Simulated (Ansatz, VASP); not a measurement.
# Two plane-wave programs on Mg2CdSe3

File INCAR:

```
SYSTEM = Mg2CdSe3
  PREC = Accurate
  ENCUT = 520
  EDIFF = 1E-7
  ISMEAR = 0
  SIGMA = 0.1
  LREAL = .FALSE.
  LASPH = .TRUE.
  NELM = 100
  ALGO = Normal
  ISIF = 2
  LWAVE = .FALSE.
  LCHARG = .FALSE.
  GGA = PE
  NBANDS = 26
```

Contents of KPOINTS:

```
Automatic mesh
0
G
  6 6 2
  0 0 0
```

Contents of POSCAR:

```
Mg2CdSe3
1.0
    4.0675907000      0.0000000000      0.0000000000
   -2.0337953500      3.5226368800      0.0000000000
    0.0000000000      0.0000000000      9.9635217100
Mg Cd Se
2 1 3
Direct
    0.6666666700      0.3333333300      0.3333333300
    0.3333333300      0.6666666700      0.6666666700
    0.0000000000      0.0000000000      0.0000000000
    0.0000000000      0.0000000000      0.2500000000
    0.6666666700      0.3333333300      0.5833333300
    0.3333333300      0.6666666700      0.9166666700
```

Input for Ansatz:

```yaml
crystal:
  lattice:
    - [4.0675907, 0.0, 0.0]
    - [-2.03379535, 3.52263688, 0.0]
    - [0.0, 0.0, 9.96352171]
  atoms:
    - { symbol: Mg, position: [0.66666667, 0.33333333, 0.33333333] }
    - { symbol: Mg, position: [0.33333333, 0.66666667, 0.66666667] }
    - { symbol: Cd, position: [0.0, 0.0, 0.0] }
    - { symbol: Se, position: [0.0, 0.0, 0.25] }
    - { symbol: Se, position: [0.66666667, 0.33333333, 0.58333333] }
    - { symbol: Se, position: [0.33333333, 0.66666667, 0.91666667] }
basis:
  ecutwfc: 420
kpoints:
  mp_grid: { grid: [6, 6, 2] }
hamiltonian:
  xc: pbe
scf:
  occupations: { method: gaussian, width: 0.1 }
  lower_state_search: "off"
output:
  forces: true
  stress: true
  eigenvalues: true
```

Alike in both runs: task single point; functional PBE; k mesh 6 × 6 × 2; occupations gaussian, width 0.1 eV; no spin polarisation.

|  | VASP | Ansatz |
| --- | --- | --- |
| version | VASP 6.6.1 | Ansatz 0.2.0 |
| potentials or method | VASP PAW PBE potentials, release 64 (Mg, Cd, Se), cutoff 520 eV | scalar-relativistic, plane waves, PAW |
| valence electrons in the cell | 34 | 88 |

```tsv
	VASP	Ansatz	Ansatz less VASP
gap on the k mesh at the Fermi level (eV)	1.96	1.96	-0.004
least direct gap on the mesh (eV)	1.96	1.96	-0.004
pressure (GPa)	10.6	10.3	-0.21
traceless stress, the component that is largest in VASP (GPa)	-0.09	-0.09	0.000
rms of the force components (eV/Å)	0.303	0.284	-0.0196
```

Atom by atom the forces differ by 0.020 eV/Å (rms over components). VASP's potentials hold 34 valence electrons a cell and Ansatz's 88, so a difference there can come from the potentials and not from the codes.
